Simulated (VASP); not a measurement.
# YbB2 (P6/mmm) in VASP: notebook

Runs on YbB2. Level: PBE. Tasks: single point, relaxation of shape and atoms at fixed volume.

Everything below comes from runs of VASP 6.6.1. Logs are shortened: lines on timing, memory, paths and dates and some standing lists are left out, and cuts for length are marked.

### 1 The cell of the first run

It takes space group P6/mmm (No. 191, hexagonal). Conventional cell: a = 3.199 Å, b = 3.199 Å, c = 3.801 Å, α = 90.00°, β = 90.00°, γ = 120.00°. Within 3.5 Å of Yb (site symmetry 6/mmm) lie 12 B at 2.65 Å and 6 Yb at 3.20 Å. Within 2.5 Å of B (site symmetry -6m2) lie 3 B at 1.85 Å.

### 2 Single point, PBE (11.23 Å³/atom)

The input, INCAR:

```
SYSTEM = YbB2
PREC = Accurate ; ENCUT = 520
EDIFF = 1E-6 ; ISMEAR = 0
SIGMA = 0.1 ; LREAL = .FALSE.
LASPH = .TRUE. ; NELM = 60
ALGO = Normal ; ISIF = 2
LWAVE = .FALSE. ; LCHARG = .TRUE.
GGA = PE ; LELF = .TRUE.
LVHAR = .TRUE. ; NBANDS = 22
```

The input, KPOINTS:

```
Automatic mesh
0
G
  15 15 12
  0 0 0
```

The input, POSCAR:

```
YbB2
1.0
    3.1991834162      0.0000000000      0.0000000000
   -1.5995917081      2.7705741098      0.0000000000
    0.0000000000      0.0000000000      3.8009089688
Yb B
1 2
Direct
    0.0000000000      0.0000000000      0.0000000000
    0.3333333333      0.6666666667      0.5000000000
    0.6666666667      0.3333333333      0.5000000000
```

Potentials or basis: VASP PAW PBE potentials, release 64 (Yb, B).

On the command line:

```console
$ cat potpaw_PBE.64/Yb/POTCAR potpaw_PBE.64/B/POTCAR > POTCAR
$ mpirun -np 1 vasp_std > vasp.out
```

OUTCAR:

```text
SYSTEM = YbB2
   PREC = Accurate
   ENCUT = 520
   EDIFF = 1E-6
   ISMEAR = 0
   LREAL = .FALSE.
   LASPH = .TRUE.
   NELM = 60
   ISIF = 2
   GGA = PE

 ion  position               nearest neighbor table
   1  0.000  0.000  0.000-   2 2.65   3 2.65   2 2.65   3 2.65   3 2.65   3 2.65   2 2.65   2 2.65
                             3 2.65   3 2.65   2 2.65   2 2.65
   2  0.333  0.667  0.500-   3 1.85   3 1.85   3 1.85   1 2.65   1 2.65   1 2.65   1 2.65   1 2.65
                             1 2.65
   3  0.667  0.333  0.500-   2 1.85   2 1.85   2 1.85   1 2.65   1 2.65   1 2.65   1 2.65   1 2.65
                             1 2.65

  LATTYP: Found a hexagonal cell.
 ALAT       =     3.1991834162
 C/A-ratio  =     1.1880872317

  Lattice vectors:

 A1 = (   3.1991834162,   0.0000000000,   0.0000000000)
 A2 = (  -1.5995917081,   2.7705741098,   0.0000000000)
 A3 = (   0.0000000000,   0.0000000000,   3.8009089688)

Analysis of symmetry for initial positions (statically):
=====================================================================
 Subroutine PRICEL returns:
 Original cell was already a primitive cell.

 Routine SETGRP: Setting up the symmetry group for a
 hexagonal supercell.

 Subroutine GETGRP returns: Found 24 space group operations
 (whereof 24 operations were pure point group operations)
 out of a pool of 24 trial point group operations.

The static configuration has the point symmetry D_6h.

Analysis of symmetry for dynamics (positions and initial velocities):
=====================================================================
 Subroutine PRICEL returns:
 Original cell was already a primitive cell.

 Routine SETGRP: Setting up the symmetry group for a
 hexagonal supercell.

 Subroutine GETGRP returns: Found 24 space group operations
 (whereof 24 operations were pure point group operations)
 out of a pool of 24 trial point group operations.

The dynamic configuration has the point symmetry D_6h.

 Subroutine INISYM returns: Found 24 space group operations
 (whereof 24 operations are pure point group operations),
 and found     1 'primitive' translations

----------------------------------------------------------------------------------------

                                     Primitive cell

  volume of cell :      33.6896

  direct lattice vectors                    reciprocal lattice vectors
     3.199183416  0.000000000  0.000000000     0.312579765  0.180468011  0.000000000
    -1.599591708  2.770574110  0.000000000     0.000000000  0.360936023  0.000000000
[... 75 lines left out ...]
   NGX,Y,Z   is equivalent  to a cutoff of  12.47, 12.47, 12.25 a.u.
   NGXF,Y,Z  is equivalent  to a cutoff of  24.94, 24.94, 24.49 a.u.
 SYSTEM =  YbB2
   PREC   = accura    normal or accurate (medium, high low for compatibility)
   ISTART =      0    job   : 0-new  1-cont  2-samecut
   ICHARG =      2    charge: 1-file 2-atom 10-const
   ISPIN  =      1    spin polarized calculation?
   LNONCOLLINEAR =      F non collinear calculations
   LSORBIT =      F    spin-orbit coupling
   LASPH  =      T    aspherical Exc in radial PAW
   ENCUT  =  520.0 eV  38.22 Ry    6.18 a.u.   5.95  5.95  7.07*2*pi/ulx,y,z
   NELM   =     60;   NELMIN=  2; NELMDL= -5     # of ELM steps
   EDIFF  = 0.1E-05   stopping-criterion for ELM
   LREAL  =      F    real-space projection
[... 7 lines left out ...]
   TEBEG  =    0.0;   TEEND  =   0.0 temperature during run
   PSTRESS=    0.0 pullay stress
   NELECT =      30.0000    total number of electrons
   NUPDOWN=      -1.0000    fix difference up-down
   EMIN   =  10.00;   EMAX   =-10.00  energy-range for DOS
   EFERMI =   0.00;   METHOD = LEGACY
   ISMEAR =     0;   SIGMA  =   0.10  broadening in eV -4-tet -1-fermi 0-gaus
   EFERMI_NEDOS =   21; number of points for ismear=-14 and -15
   IALGO  =     38    algorithm
   IMIX   =      4    mixing-type and parameters
     AMIX     =   0.40;   BMIX     =  1.00
     AMIX_MAG =   1.60;   BMIX_MAG =  1.00
  volume/ion in A,a.u.               =      11.23        75.78
  Fermi-wavevector in a.u.,A,eV,Ry     =   1.575009  2.976336 33.751351  2.480654
  Thomas-Fermi vector in A             =   2.676058
   LORBIT       =      0    0 simple, 1 ext, 2 COOP (PROOUT), +10 PAW based schemes
   GGA     = PE    functional components
   LHFCALC =     F    Hartree Fock is set to
   AEXX    =    0.0000 exact exchange contribution
   IVDW    =     0    specifies the selected vdW correction
   LEPSILON=     F    determine dielectric tensor
   LRPA    =     F    only Hartree local field effects (RPA)
 non-spin polarized calculation
 Gauss-broadening in eV      SIGMA  =   0.10
  energy-cutoff  :      520.00
  volume of cell :       33.69
 maximum number of plane-waves:       924
 NGX is ok and might be reduce to    24
   NGX = 11   NGY = 11   NGZ = 15

 number of electron      29.9999985 magnetization

 Free energy of the ion-electron system (eV)
  ---------------------------------------------------
  ext. energy  EPLUGINS =         0.00000000
  ---------------------------------------------------
  free energy    TOTEN  =       -18.12435420 eV

  energy without entropy =      -18.10721917  energy(sigma->0) =      -18.11578668

 E-fermi :   4.1728     XC(G=0): -12.3720

 val. band max:        4.1715968191   @ k =   0.1333   0.0000   0.0000
 cond. band min:       4.1737385027   @ k =   0.4000   0.0667   0.5000
 fundamental gap:      0.0021416836
 Fermi energy:         4.1727936524

 k-point     1 :       0.0000    0.0000    0.0000
  band No.  band energies     occupation
      1     -46.6875      2.00000
      2     -18.8997      2.00000
      3     -18.4852      2.00000
      4     -18.4852      2.00000
      5      -7.0406      2.00000
      6       2.5383      2.00000
[... 589 lines left out ...]
     21      14.4316      0.00000
     22      16.7754      0.00000

 [... further k-points ...]
[... 5 lines left out ...]
  --------------------------------------------------------------------------------------
  -------------------------------------------------------------------------------------
  Total        1.0419415      1.0419415      1.0929559      0.0000000      0.0000000      0.0000000
  in kB       49.5515853     49.5515853     51.9776724      0.0000000      0.0000000      0.0000000
  external PRESSURE =      50.3602810 kB  Pullay stress =       0.0000000 kB

 VOLUME and BASIS-vectors are now :
 -----------------------------------------------------------------------------
  energy-cutoff  :      520.00
  volume of cell :       33.69
      direct lattice vectors                 reciprocal lattice vectors
     3.199183416  0.000000000  0.000000000     0.312579765  0.180468011  0.000000000
    -1.599591708  2.770574110  0.000000000     0.000000000  0.360936023  0.000000000
     0.000000000  0.000000000  3.800908969     0.000000000  0.000000000  0.263094962

 POSITION                                       TOTAL-FORCE (eV/Angst)
 -----------------------------------------------------------------------------------
      0.00000      0.00000      0.00000         0.000000      0.000000      0.000000
     -0.00000      1.84705      1.90045        -0.000000      0.000000      0.000000
      1.59959      0.92352      1.90045         0.000000     -0.000000      0.000000
 -----------------------------------------------------------------------------------
    total drift:                               -0.000000      0.000000     -0.000000

  FREE ENERGIE OF THE ION-ELECTRON SYSTEM (eV)
  ---------------------------------------------------
  free  energy   TOTEN  =       -18.1243541965 eV

  energy  without entropy=      -18.1072191692  energy(sigma->0) =      -18.11578668
```

Wall time 3.8 min (1 thread of AMD EPYC 9R45 (Zen 5), shared host); peak memory 0.24 GiB.

Results:

```yaml
Free_energy: -18.1244 eV
Pressure: 5.0 GPa
Band_gap_on_the_k_mesh: zero (bands 15 and 16 overlap by 1.33 eV)
```

Caveat: the cell stands under pressure; spin-orbit coupling is left out, which moves the levels of the heavy elements. Spin polarisation is off, so any magnetic state and its effect on volume and gap are missing.

### 3 Single point, PBE

This run uses another cell than the first one, of 11.58 Å³/atom.

The input, INCAR:

```
SYSTEM = YbB2
  ALGO = Normal
  EDIFF = 1E-7
  ENCUT = 520
  GGA = PE
  ISIF = 2
  ISMEAR = 0
  LASPH = .TRUE.
  LCHARG = .FALSE.
  LREAL = .FALSE.
  LWAVE = .FALSE.
  NBANDS = 22
  NELM = 60
  PREC = Accurate
  SIGMA = 0.1
```

The input, KPOINTS:

```
k-points
0
G
  15 15 12
  0 0 0
```

The input, POSCAR:

```
YbB2
1.0
    3.2292077274      0.0000000000      0.0000000000
   -1.6146038637      2.7965759260      0.0000000000
    0.0000000000      0.0000000000      3.8459359544
Yb B
1 2
Direct
    0.0000000000      0.0000000000      0.0000000000
    0.3333333333      0.6666666667      0.5000000000
    0.6666666667      0.3333333333      0.5000000000
```

Potentials or basis: VASP PAW PBE potentials, release 64 (Yb, B).

On the command line:

```console
$ cat potpaw_PBE.64/Yb/POTCAR potpaw_PBE.64/B/POTCAR > POTCAR
$ mpirun -np 1 vasp_std > vasp.out
```

Run time: 4.2 min. Hardware: 1 thread of AMD EPYC 9R45 (Zen 5), shared host; peak memory 0.25 GiB.

It converged, with:

```yaml
Free_energy: -18.1420 eV
Pressure: 0.4 GPa
Band_gap_on_the_k_mesh: zero (bands 15 and 16 overlap by 1.28 eV)
```

Stress tensor (GPa, compression positive):
```
0.41 0.00 0.00
0.00 0.41 0.00
0.00 0.00 0.51
```

Levels at points of the mesh, in eV from the Fermi level:
```csv
k point,band 13,band 14,band 15,band 16,band 17,band 18
"(0.00, 0.00, 0.00)",-0.33,-0.33,-0.33,0.05,6.46,6.46
"(0.00, 0.00, 0.50)",-0.29,1.00,1.00,3.66,3.66,3.93
```

Caveat: spin-orbit coupling is left out, which moves the levels of the heavy elements. Spin polarisation is off, so any magnetic state and its effect on volume and gap are missing.

### 4 Single point, PBE (11.92 Å³/atom)

This run uses another cell than the first one, of 11.92 Å³/atom.

The input, INCAR:

```
SYSTEM = YbB2
  PREC = Accurate
  ENCUT = 520
  EDIFF = 1E-7
  ISMEAR = 0
  SIGMA = 0.1
  LREAL = .False.
  LASPH = .True.
  NELM = 80
  ALGO = Normal
  ISIF = 2
  LWAVE = .False.
  LCHARG = .False.
  GGA = PE
  NBANDS = 22
```

The input, KPOINTS:

```
Automatic mesh
0
Gamma
  15 15 12
  0 0 0
```

The input, POSCAR:

```
YbB2
1.0
    3.2580687779      0.0000000000      0.0000000000
   -1.6290343890      2.8215703290      0.0000000000
    0.0000000000      0.0000000000      3.8914436185
Yb B
1 2
Direct
    0.0000000000      0.0000000000      0.0000000000
    0.3333333333      0.6666666667      0.5000000000
    0.6666666667      0.3333333333      0.5000000000
```

On the command line:

```console
$ cat potpaw_PBE.64/Yb/POTCAR potpaw_PBE.64/B/POTCAR > POTCAR
$ mpirun -np 1 vasp_std > vasp.out
```

Run time: 4.6 min. Hardware: 1 thread of AMD EPYC 9R45 (Zen 5), shared host; peak memory 0.26 GiB.

The run converged. Its results:

| Quantity | Value |
| --- | --- |
| Free energy | -18.1310 eV |
| Pressure | -3.9 GPa |
| Band gap on the k mesh | zero (bands 15 and 16 overlap by 1.23 eV) |

Stress tensor (GPa, compression positive):
```
-3.82  0.00  0.00
 0.00 -3.82  0.00
 0.00  0.00 -3.96
```

Levels at points of the mesh, in eV from the Fermi level:
```tsv
k point	band 12	band 13	band 14	band 15	band 16	band 17	band 18	band 19
(0.00, 0.00, 0.00)	-0.35	-0.32	-0.29	-0.29	0.02	6.25	6.32	6.32
(0.00, 0.00, 0.50)	-0.28	-0.28	0.96	0.96	3.65	3.65	3.84	4.08
```

Caveat: the cell stands under tension; spin-orbit coupling is left out, which moves the levels of the heavy elements.

### 5 Single point, PBE (12.27 Å³/atom)

This run uses another cell than the first one, of 12.27 Å³/atom.

The input, INCAR:

```
PREC = Accurate
ENCUT = 520
EDIFF = 1E-6
ISMEAR = 0
SIGMA = 0.1
LREAL = F
LASPH = T
NELM = 60
ALGO = Normal
ISIF = 2
LWAVE = F
LCHARG = F
GGA = PE
NBANDS = 22
```

The input, KPOINTS:

```
Automatic mesh
0
Gamma
  15 15 12
```

The input, POSCAR:

```
YbB2
1.0
    3.2868465627      0.0000000000      0.0000000000
   -1.6434232814      2.8464926217      0.0000000000
    0.0000000000      0.0000000000      3.9349663034
Yb B
1 2
Direct
    0.0000000000      0.0000000000      0.0000000000
    0.3333333333      0.6666666667      0.5000000000
    0.6666666667      0.3333333333      0.5000000000
```

On the command line:

```console
$ cat potpaw_PBE.64/Yb/POTCAR potpaw_PBE.64/B/POTCAR > POTCAR
$ mpirun -np 1 vasp_std > vasp.out
```

Wall time 3.4 min (1 thread of AMD EPYC 9R45 (Zen 5), shared host); peak memory 0.25 GiB.

Results (log left out):

```
Free energy            : -18.0952 eV
Pressure               : -7.5 GPa
Band gap on the k mesh : zero (bands 15 and 16 overlap by 1.19 eV)
```

Levels at points of the mesh, in eV from the Fermi level:
| k point | band 13 | band 14 | band 15 | band 16 | band 17 | band 18 |
| --- | --- | --- | --- | --- | --- | --- |
| (0.00, 0.00, 0.00) | -0.31 | -0.26 | -0.26 | 0.01 | 6.02 | 6.18 |
| (0.00, 0.00, 0.50) | -0.27 | 0.93 | 0.93 | 3.64 | 3.64 | 3.76 |

Caveat: the cell stands under tension; spin-orbit coupling is left out, which moves the levels of the heavy elements. Spin polarisation is off, so any magnetic state and its effect on volume and gap are missing.

### 6 Single point, PBE (12.62 Å³/atom)

This run uses another cell than the first one, of 12.62 Å³/atom.

The input, INCAR:

```
SYSTEM = YbB2
PREC     = Accurate       ! precision mode
ENCUT    = 520            ! plane-wave cutoff, eV
EDIFF    = 1E-6           ! SCF threshold, eV
ISMEAR   = 0              ! smearing method
SIGMA    = 0.1            ! smearing width, eV
LREAL    = .False.        ! projectors in reciprocal space
LASPH    = .True.         ! aspherical terms in the spheres
NELM     = 100            ! most SCF steps
ALGO     = Normal         ! electronic algorithm
ISIF     = 2              ! what is computed and relaxed
LWAVE    = .False.        ! write WAVECAR
LCHARG   = .False.        ! write CHGCAR
GGA      = PE             ! functional
NBANDS   = 22             ! bands
```

The input, KPOINTS:

```
Automatic mesh
0
Gamma
  15 15 12
  0 0 0
```

The input, POSCAR:

```
YbB2
1.0
    3.3146311297      0.0000000000      0.0000000000
   -1.6573155648      2.8705547625      0.0000000000
    0.0000000000      0.0000000000      3.9787816130
Yb B
1 2
Direct
    0.0000000000      0.0000000000      0.0000000000
    0.3333333333      0.6666666667      0.5000000000
    0.6666666667      0.3333333333      0.5000000000
```

Potentials or basis: VASP PAW PBE potentials, release 64 (Yb, B).

On the command line:

```console
$ cat potpaw_PBE.64/Yb/POTCAR potpaw_PBE.64/B/POTCAR > POTCAR
$ mpirun -np 1 vasp_std > vasp.out
```

It took 5.1 min on 1 thread of AMD EPYC 9R45 (Zen 5), shared host; peak memory 0.29 GiB.

The run converged. Its results:

- Free energy: -18.0379 eV
- Pressure: -10.2 GPa
- Band gap on the k mesh: zero (bands 15 and 16 overlap by 1.15 eV)

Stress tensor (GPa, compression positive):
```
-10.17   0.00   0.00
  0.00 -10.17   0.00
  0.00   0.00 -10.32
```

Levels at points of the mesh, in eV from the Fermi level:
| k point | band 11 | band 12 | band 13 | band 14 | band 15 | band 16 | band 17 | band 18 | band 19 | band 20 |
| --- | --- | --- | --- | --- | --- | --- | --- | --- | --- | --- |
| (0.00, 0.00, 0.00) | -0.32 | -0.32 | -0.30 | -0.23 | -0.23 | -0.01 | 5.79 | 6.05 | 6.05 | 6.46 |
| (0.00, 0.00, 0.50) | -0.30 | -0.26 | -0.26 | 0.90 | 0.90 | 3.63 | 3.63 | 3.68 | 4.01 | 4.01 |

Caveat: the cell stands under tension; spin-orbit coupling is left out, which moves the levels of the heavy elements. Spin polarisation is off, so any magnetic state and its effect on volume and gap are missing.

### 7 Relaxation of shape and atoms at fixed volume, PBE (10.54 Å³/atom)

This run uses another cell than the first one, of 10.54 Å³/atom.

The input, INCAR:

```
SYSTEM = YbB2
  PREC = Accurate
  ENCUT = 600
  EDIFF = 1E-6
  ISMEAR = 0
  SIGMA = 0.1
  LREAL = .False.
  LASPH = .True.
  NELM = 80
  ALGO = Normal
  ISIF = 4
  LWAVE = .False.
  LCHARG = .False.
  GGA = PE
  IBRION = 2
  NSW = 50
  EDIFFG = -0.01
```

The input, KPOINTS:

```
regular mesh
0
Gamma
  15 15 12
  0 0 0
```

The input, POSCAR:

```
YbB2
1.0
    3.1334575437      0.0000000000      0.0000000000
   -1.5667287718      2.7136538345      0.0000000000
    0.0000000000      0.0000000000      3.7169590535
Yb B
1 2
Direct
    0.0000000000      0.0000000000      0.0000000000
    0.3333333333      0.6666666667      0.5000000000
    0.6666666667      0.3333333333      0.5000000000
```

On the command line:

```console
$ cat potpaw_PBE.64/Yb/POTCAR potpaw_PBE.64/B/POTCAR > POTCAR
$ mpirun -np 1 vasp_std > vasp.out
```

It took 5 min on 1 thread of AMD EPYC 9R45 (Zen 5), shared host; peak memory 0.27 GiB.

The run converged. Its results:

- Free energy: -17.9873 eV
- Ionic steps: 2
- Pressure after relaxing: 17.7 GPa
- Band gap on the k mesh: zero (bands 15 and 16 overlap by 1.44 eV)

Stress tensor (GPa, compression positive):
```
17.74  0.00  0.00
 0.00 17.74  0.00
 0.00  0.00 17.52
```

Final structure:
```
CELL_PARAMETERS angstrom
3.13256 0.00000 0.00000
-1.56628 2.71287 0.00000
0.00000 0.00000 3.71910
ATOMIC_POSITIONS crystal
Yb 0.00000 0.00000 0.00000
B 0.33333 0.66667 0.50000
B 0.66667 0.33333 0.50000
```

Levels at points of the mesh, in eV from the Fermi level:
| k point | band 13 | band 14 | band 15 | band 16 | band 17 | band 18 |
| --- | --- | --- | --- | --- | --- | --- |
| (0.00, 0.00, 0.00) | -0.43 | -0.43 | -0.39 | 0.11 | 6.89 | 6.89 |
| (0.00, 0.00, 0.50) | -0.34 | 1.11 | 1.11 | 3.73 | 3.73 | 4.18 |

Caveat: spin-orbit coupling is left out, which moves the levels of the heavy elements. Spin polarisation is off, so any magnetic state and its effect on volume and gap are missing.

### 8 Overview

| task | cell | cutoff (eV) | gap on the mesh (eV) | pressure (GPa) |
| --- | --- | --- | --- | --- |
| single point | a = 3.199, b = 3.199, c = 3.801 Å, angles 90.0, 90.0, 120.0°, 3 atoms | 520 | none | 5.0 |
| single point | a = 3.229, b = 3.229, c = 3.846 Å, angles 90.0, 90.0, 120.0°, 3 atoms | 520 | none | 0.4 |
| single point | a = 3.258, b = 3.258, c = 3.891 Å, angles 90.0, 90.0, 120.0°, 3 atoms | 520 | none | -3.9 |
| single point | a = 3.287, b = 3.287, c = 3.935 Å, angles 90.0, 90.0, 120.0°, 3 atoms | 520 | none | -7.5 |
| single point | a = 3.315, b = 3.315, c = 3.979 Å, angles 90.0, 90.0, 120.0°, 3 atoms | 520 | none | -10.2 |
| relaxation of shape and atoms at fixed volume | relaxed from a = 3.133, b = 3.133, c = 3.717 Å, angles 90.0, 90.0, 120.0°, 3 atoms | 600 | none | 17.7 |

Alike in all rows: level PBE; potentials or basis VASP PAW PBE potentials, release 64 (Yb, B); no spin polarisation; k mesh 15 × 15 × 12; smearing gaussian 0.1 eV.

Caveats: spin-orbit coupling is left out, which moves the levels of the heavy elements; the cell stands under tension (at least some runs); the cell stands under pressure (at least some runs).

Total energies depend on the potentials used, so only differences within one code and one set of settings carry meaning.
